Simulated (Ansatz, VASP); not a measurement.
# CsO: VASP beside Ansatz

File INCAR:

```
SYSTEM = CsO
ALGO = Normal
EDIFF = 1E-7
ENCUT = 520
GGA = CA
ISIF = 2
ISMEAR = 0
LASPH = .True.
LCHARG = .True.
LELF = .True.
LREAL = .False.
LVHAR = .True.
LWAVE = .False.
NBANDS = 23
NELM = 60
PREC = Accurate
SIGMA = 0.05
```

The input KPOINTS:

```
k-points
0
Gamma
  8 8 8
  0 0 0
```

Contents of POSCAR:

```
CsO
1.0
   -2.2150250000      3.2953750000      3.9464250000
    2.2150250000     -3.2953750000      3.9464250000
    2.2150250000      3.2953750000     -3.9464250000
Cs O
2 2
Direct
    0.2500000000      0.2500000000      0.0000000000
    0.7500000000      0.7500000000      0.0000000000
    0.6200000000      0.0000000000      0.6200000000
    0.3800000000      0.0000000000      0.3800000000
```

Input for Ansatz:

```yaml
crystal:
  lattice:
    - [-2.215025, 3.295375, 3.946425]
    - [2.215025, -3.295375, 3.946425]
    - [2.215025, 3.295375, -3.946425]
  atoms:
    - { symbol: Cs, position: [0.25, 0.25, 0.0] }
    - { symbol: Cs, position: [0.75, 0.75, 0.0] }
    - { symbol: O, position: [0.62, 0.0, 0.62] }
    - { symbol: O, position: [0.38, 0.0, 0.38] }
basis:
  ecutwfc: 420
kpoints:
  mp_grid: { grid: [8, 8, 8] }
hamiltonian:
  xc: lda
scf:
  occupations: { method: gaussian, width: 0.05 }
output:
  forces: true
  stress: true
  eigenvalues: true
```

Change from the starting cell: strain +0.025 along x and y, +0.050 along z, atoms carried along.

Alike in both runs: task single point; functional LDA; k mesh 8 × 8 × 8; occupations gaussian, width 0.05 eV; no spin polarisation.

|  | VASP | Ansatz |
| --- | --- | --- |
| version | VASP 6.6.1 | Ansatz 0.2.0 |
| potentials or method | VASP PAW LDA potentials, release 64 (Cs_sv, O), cutoff 520 eV | scalar-relativistic, plane waves, PAW |
| valence electrons in the cell | 30 | 30 |

|  | VASP | Ansatz | Ansatz less VASP |
| --- | --- | --- | --- |
| gap on the k mesh at the Fermi level (eV) | 1.40 | 1.40 | +0.005 |
| least direct gap on the mesh (eV) | 1.51 | 1.52 | +0.007 |
| pressure (GPa) | -5.4 | -5.6 | -0.20 |
| traceless stress, the component that is largest in VASP (GPa) | 1.38 | 1.46 | +0.073 |
| rms of the force components (eV/Å) | 0.651 | 0.713 | +0.0616 |

LDA's correlation is that of Perdew and Zunger in VASP and of Perdew and Wang (1992) in Ansatz. Atom by atom the forces differ by 0.062 eV/Å (rms over components).

Spin-orbit coupling is off throughout.
